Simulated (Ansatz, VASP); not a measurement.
# HfCl4F in VASP and in Ansatz

```
Hf Cl F
1.0
     5.06069    0.00000    0.00000
     0.00000    5.06069    0.00000
     0.00000    0.00000    7.13625
Hf Cl F
1 4 1
Direct
  0.00000 0.00000 0.00000
  0.50000 0.00000 0.74904
  0.00000 0.50000 0.25096
  0.50000 0.00000 0.25096
  0.00000 0.50000 0.74904
  0.50000 0.50000 0.50000
```

Change from the starting cell: species swapped into the Mg4SiGe type (P4/mmm, No. 123).

Alike in both runs: task relaxation of cell and atoms; functional PBE; k mesh 4 × 4 × 4; occupations gaussian, width 0.1 eV; no spin polarisation.

```csv
,VASP,Ansatz
version,VASP 6.6.1,Ansatz 0.2.0
potentials or method,"VASP PAW PBE potentials, release 64 (Hf_pv, Cl, F), cutoff 600 eV","scalar-relativistic, plane waves, PAW"
valence electrons in the cell,45,61
```

```tsv
	VASP	Ansatz	Ansatz less VASP
gap on the k mesh at the Fermi level, each at its own relaxed structure (eV)	none	none	-
relaxed volume (Å³/atom)	22.13	22.32	+0.194
relaxed cell length with the largest relative difference (Å)	4.301	4.317	+0.0157
```

A gap of «none» marks a metal or a gap that the smearing closes. VASP's potentials hold 45 valence electrons a cell and Ansatz's 61, so a difference there can come from the potentials and not from the codes.

Spin-orbit coupling is off throughout. Noted on VASP's run: the volume moved by over 15 % at a fixed basis, so the end points are rough.
